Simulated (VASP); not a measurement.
Write the native input for VASP 6.6.1 that does the following.

| Quantity | Value |
| --- | --- |
| Task | single point |
| Functional | PBE |
| Potentials or basis | VASP PAW PBE potentials, release 64 (K_sv, I) |
| Cutoff | 520 eV |
| k mesh | 6 × 6 × 4 |
| Occupations | gaussian, width 0.01 eV |
| Spin | no spin polarisation |
| Dipole correction | no |
| Further INCAR settings | ALGO = Normal; EDIFF = 1e-06; NBANDS = 24 |

The structure of KI lies in POSCAR:

```
KI
1.0
    4.9705491271      0.0000000000      0.0000000000
   -2.4852745636      4.3046218149      0.0000000000
    0.0000000000      0.0000000000      8.6682748886
K I
2 2
Direct
    0.0000000000      0.0000000000      0.0000000000
    0.0000000000      0.0000000000      0.5000000000
    0.3333333333      0.6666666667      0.2500000000
    0.6666666667      0.3333333333      0.7500000000
```

One way to write it, as run:

INCAR

```
PREC = Accurate
ENCUT = 520
EDIFF = 1E-6
ISMEAR = 0
SIGMA = 0.01
LREAL = False
LASPH = True
NELM = 100
ALGO = Normal
ISIF = 2
LWAVE = False
LCHARG = False
GGA = PE
NBANDS = 24
```

KPOINTS

```
regular mesh
0
Gamma
  6 6 4
```

Potentials or basis: VASP PAW PBE potentials, release 64 (K_sv, I).

Launch:

```bash
$ cat potpaw_PBE.64/K_sv/POTCAR potpaw_PBE.64/I/POTCAR > POTCAR
$ mpirun -np 1 vasp_std > vasp.out
```

Results of the run:

| Quantity | Value |
| --- | --- |
| Pressure | 0.0 GPa |
| Band gap on the k mesh | 3.78 eV, direct |

Caveat: spin-orbit coupling is left out, which moves the levels of the heavy elements.

Wall time 2 min on 1 thread of Intel Xeon 6975P-C, on a shared host, peak memory 0.33 GiB.
